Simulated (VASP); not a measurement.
# V in VASP: single point with PBE

Aim: the single point of V with PBE.

Program: VASP 6.6.1. These are calculated values, not measurements. Logs are shortened: lines on timing, memory, paths and dates and some standing lists are left out, and cuts for length are marked.

**1. The cell of the first run**

The cell holds a slab with vacuum, 1 atom: a = 2.997 Å, b = 2.997 Å, c = 16.000 Å, α = 90.00°, β = 90.00°, γ = 90.00°.

**2. Single point, PBE**

File POSCAR:

```
V
1.0
    2.9970992482      0.0000000000      0.0000000000
    0.0000000000      2.9970992482      0.0000000000
    0.0000000000      0.0000000000     16.0000000000
V
1
Direct
    0.0000000000      0.0000000000      0.5000000000
```

File INCAR.step1:

```
SYSTEM = V
ALGO = Normal
DIPOL = 0.5 0.5 0.500
EDIFF = 1E-6
ENCUT = 520
GGA = PE
IDIPOL = 3
ISIF = 2
ISMEAR = -1
LASPH = .TRUE.
LCHARG = .TRUE.
LDIPOL = .TRUE.
LMAXMIX = 4
LREAL = .FALSE.
LWAVE = .FALSE.
NBANDS = 12
NELM = 100
PREC = Accurate
SIGMA = 0.05
```

File KPOINTS.step1:

```
k-points
0
G
  11 11 1
  0 0 0
```

File INCAR.step2:

```
SYSTEM = V
ALGO = Normal
DIPOL = 0.5 0.5 0.500
EDIFF = 1E-6
ENCUT = 520
GGA = PE
ICHARG = 11
IDIPOL = 3
ISIF = 2
ISMEAR = -5
LASPH = .TRUE.
LCHARG = .FALSE.
LDIPOL = .TRUE.
LMAXMIX = 4
LORBIT = 11
LREAL = .FALSE.
LWAVE = .FALSE.
NBANDS = 12
NEDOS = 2001
NELM = 100
PREC = Accurate
SIGMA = 0.05
```

File KPOINTS.step2:

```
k-points
0
G
  17 17 1
  0 0 0
```

Potentials or basis: VASP PAW PBE potentials, release 64 (V_sv).

Started as:

```bash
cat potpaw_PBE.64/V_sv/POTCAR > POTCAR
cp INCAR.step1 INCAR
cp KPOINTS.step1 KPOINTS
mpirun -np 1 vasp_std > vasp.out
cp INCAR.step2 INCAR
cp KPOINTS.step2 KPOINTS
mpirun -np 1 vasp_std > vasp.out
```

OUTCAR:

```text
SYSTEM = V
   EDIFF = 1E-6
   ENCUT = 520
   GGA = PE
   ICHARG = 11
   ISIF = 2
   ISMEAR = -5
   LASPH = .TRUE.
   LORBIT = 11
   LREAL = .FALSE.
   NELM = 100
   PREC = Accurate

 ion  position               nearest neighbor table
   1  0.000  0.000  0.500-

  LATTYP: Found a simple tetragonal cell.
 ALAT       =     2.9970992482
 C/A-ratio  =     5.3384952165

  Lattice vectors:

 A1 = (   2.9970992482,   0.0000000000,   0.0000000000)
 A2 = (   0.0000000000,   2.9970992482,   0.0000000000)
 A3 = (   0.0000000000,   0.0000000000,  16.0000000000)

Analysis of symmetry for initial positions (statically):
=====================================================================
 Subroutine PRICEL returns:
 Original cell was already a primitive cell.

 Routine SETGRP: Setting up the symmetry group for a
 simple tetragonal supercell.

 Subroutine GETGRP returns: Found 16 space group operations
 (whereof 16 operations were pure point group operations)
 out of a pool of 16 trial point group operations.

The static configuration has the point symmetry D_4h.

Analysis of symmetry for dynamics (positions and initial velocities):
=====================================================================
 Subroutine PRICEL returns:
 Original cell was already a primitive cell.

 Routine SETGRP: Setting up the symmetry group for a
 simple tetragonal supercell.

 Subroutine GETGRP returns: Found 16 space group operations
 (whereof 16 operations were pure point group operations)
 out of a pool of 16 trial point group operations.

The dynamic configuration has the point symmetry D_4h.

 Subroutine INISYM returns: Found 16 space group operations
 (whereof 16 operations are pure point group operations),
 and found     1 'primitive' translations

----------------------------------------------------------------------------------------

                                     Primitive cell

  volume of cell :     143.7217

  direct lattice vectors                    reciprocal lattice vectors
     2.997099248  0.000000000  0.000000000     0.333655951  0.000000000  0.000000000
     0.000000000  2.997099248  0.000000000     0.000000000  0.333655951  0.000000000
     0.000000000  0.000000000 16.000000000     0.000000000  0.000000000  0.062500000

  length of vectors
     2.997099248  2.997099248 16.000000000     0.333655951  0.333655951  0.062500000

  position of ions in fractional coordinates (direct lattice)
     0.000000000  0.000000000  0.500000000

  ion indices of the primitive-cell ions
   primitive index   ion index
[... 93 lines left out ...]
   IMIX   =      4    mixing-type and parameters
     AMIX     =   0.40;   BMIX     =  1.00
     AMIX_MAG =   1.60;   BMIX_MAG =  1.00
  volume/ion in A,a.u.               =     143.72       969.88
  Fermi-wavevector in a.u.,A,eV,Ry     =   0.734878  1.388718  7.347766  0.540046
  Thomas-Fermi vector in A             =   1.827938
   LORBIT       =     11    0 simple, 1 ext, 2 COOP (PROOUT), +10 PAW based schemes
   GGA     = PE    functional components
   LHFCALC =     F    Hartree Fock is set to
   AEXX    =    0.0000 exact exchange contribution
   IVDW    =     0    specifies the selected vdW correction
   LEPSILON=     F    determine dielectric tensor
   LRPA    =     F    only Hartree local field effects (RPA)
 non-spin polarized calculation
 Fermi weights with tetrahedron method with Bloechl corrections
  energy-cutoff  :      520.00
  volume of cell :      143.72
 maximum number of plane-waves:      3915
 NGX is ok and might be reduce to    24

 number of electron      12.9999992 magnetization

 dipolmoment           0.000000      0.000000     -0.000000 electrons x Angstroem

 Free energy of the ion-electron system (eV)
  ---------------------------------------------------
  ext. energy  EPLUGINS =         0.00000000
  ---------------------------------------------------
  free energy    TOTEN  =        -5.02429520 eV

  energy without entropy =       -5.02429520  energy(sigma->0) =       -5.02429520

 E-fermi :  -2.5843     XC(G=0):  -2.7042

 val. band max:       -2.5871851724   @ k =   0.3529   0.0588   0.0000
 cond. band min:      -2.6035932275   @ k =   0.4118   0.1765   0.0000
 fundamental gap:     -0.0164080552
 Fermi energy:        -2.5843451747

 k-point     1 :       0.0000    0.0000    0.0000
  band No.  band energies     occupation
      1     -67.0261      2.00000
      2     -41.0792      2.00000
      3     -40.6763      2.00000
      4     -40.6763      2.00000
      5      -6.0366      2.00000
      6      -3.4312      2.00000
      7      -2.8521      2.00000
      8      -1.8789      0.00000
      9      -1.6592      0.00000
     10      -1.6592      0.00000
     11      -0.9601      0.00000
     12       1.1086      0.00000
[... 331 lines left out ...]
 k-point    24 :       0.4706    0.1176    0.0000
  band No.  band energies     occupation
      1     -67.0100      2.00000
      2     -41.0632      2.00000
      3     -40.8225      2.00000
      4     -40.6833      2.00000
      5      -3.3133      2.00000
      6      -3.1714      2.00000
      7      -2.4730      0.10822
      8      -2.1613      0.00000
      9      -1.7507      0.00000
     10      -0.8847      0.00000
     11       1.3274      0.00000
     12       2.3188      0.00000

 [... further k-points ...]

------------------------ aborting loop because EDIFF is reached ----------------------------------------

 vacuum level on the upper side and lower side of the slab       (xc-potential included)        -0.120        -0.120

  FORCE on cell =-STRESS in cart. coord.  units (eV):
  Direction    XX          YY          ZZ          XY          YZ          ZX
  --------------------------------------------------------------------------------------
  -------------------------------------------------------------------------------------
  Total       -4.9942669     -4.9942669     -0.6204000      0.0000000      0.0000000      0.0000000
  in kB      -55.6749832    -55.6749832     -6.9160819      0.0000000      0.0000000      0.0000000
  external PRESSURE =     -39.4220161 kB  Pullay stress =       0.0000000 kB

 VOLUME and BASIS-vectors are now :
 -----------------------------------------------------------------------------
  energy-cutoff  :      520.00
  volume of cell :      143.72
      direct lattice vectors                 reciprocal lattice vectors
     2.997099248  0.000000000  0.000000000     0.333655951  0.000000000  0.000000000
     0.000000000  2.997099248  0.000000000     0.000000000  0.333655951  0.000000000
     0.000000000  0.000000000 16.000000000     0.000000000  0.000000000  0.062500000

 POSITION                                       TOTAL-FORCE (eV/Angst)
 -----------------------------------------------------------------------------------
      0.00000      0.00000      8.00000         0.000000      0.000000      0.000000
 -----------------------------------------------------------------------------------
    total drift:                                0.000000     -0.000000     -0.000000

  FREE ENERGIE OF THE ION-ELECTRON SYSTEM (eV)
  ---------------------------------------------------
  free  energy   TOTEN  =        -5.0242951988 eV

  energy  without entropy=       -5.0242951988  energy(sigma->0) =       -5.02429520

 vacuum level on the upper side and lower side of the slab         1.439         1.439

 total charge

# of ion       s       p       d       tot
------------------------------------------
    1        2.252   6.016   2.915  11.184
```

OSZICAR.step1:

```text
N       E                     dE             d eps       ncg     rms          rms(c)
DAV:   1     0.686229425957E+02    0.68623E+02   -0.73583E+03   688   0.764E+02
DAV:   2    -0.429211383613E+01   -0.72915E+02   -0.70431E+02   540   0.230E+02
DAV:   3    -0.616398957022E+01   -0.18719E+01   -0.16064E+01   692   0.356E+01
[... 11 lines left out ...]
DAV:  15    -0.504758765312E+01   -0.43181E-04   -0.34093E-05   528   0.161E-02    0.346E-03
DAV:  16    -0.504771458863E+01   -0.12694E-03   -0.18839E-05   516   0.104E-02    0.161E-03
DAV:  17    -0.504772549350E+01   -0.10905E-04   -0.88108E-07   496   0.352E-03    0.944E-04
DAV:  18    -0.504774710115E+01   -0.21608E-04   -0.39910E-06   500   0.378E-03    0.244E-04
DAV:  19    -0.504774723936E+01   -0.13821E-06   -0.43279E-08   384   0.682E-04
   1 F= -.50477472E+01 E0= -.50246395E+01  d E =-.462155E-01
```

It took 1.7 min on 1 thread of Intel Xeon 8259CL, shared host; peak memory 0.26 GiB.

What came out:

```yaml
Valence_electrons_inside_the_program's_atomic_spheres: V 11.18
```

Levels at points of the mesh, in eV from the Fermi level:
| k point | band 5 | band 6 | band 7 | band 8 | band 9 | band 10 |
| --- | --- | --- | --- | --- | --- | --- |
| (0.00, 0.00, 0.00) | -3.45 | -0.85 | -0.27 | 0.71 | 0.93 | 0.93 |
